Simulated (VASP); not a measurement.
**HgTe: single point with PBE**

HgTe:

```xyz
2
Lattice="0.0000 3.2150 3.2150 3.2150 0.0000 3.2150 3.2150 3.2150 0.0000" Properties=species:S:1:pos:R:3 pbc="T T T"
Hg    0.0000    0.0000    0.0000
Te    4.8225    4.8225    4.8225
```

```json
{"Program": "VASP 6.6.1", "Task": "single point", "Functional": "PBE", "Potentials or basis": "VASP PAW PBE potentials, release 64 (Hg, Te)", "Cutoff": "500 eV", "k mesh": "6 × 6 × 6", "Occupations": "fermi-dirac, width 0.02 eV", "Spin": "no spin polarisation"}
```

The pressure is 4.7 GPa and the band gap on the k mesh is zero (filled and empty bands touch).

Levels at points of the mesh, in eV from the Fermi level:
| k point | band 6 | band 7 | band 8 | band 9 | band 10 | band 11 | band 12 | band 13 |
| --- | --- | --- | --- | --- | --- | --- | --- | --- |
| (0.00, 0.00, 0.00) | -6.92 | -0.70 | -0.01 | -0.01 | -0.01 | 4.18 | 4.18 | 4.18 |
| (0.50, 0.00, 0.00) | -6.60 | -5.61 | -1.03 | -1.03 | 0.69 | 5.00 | 5.00 | 6.85 |
| (0.50, 0.50, 0.00) | -6.45 | -5.54 | -2.36 | -2.36 | 1.88 | 2.43 | 8.27 | 8.91 |

Run time: 34 s on 1 thread of Intel Xeon 8259CL, with other jobs on the host, peak memory 0.21 GiB.

Caveat: spin-orbit coupling is left out, which moves the levels of the heavy elements.
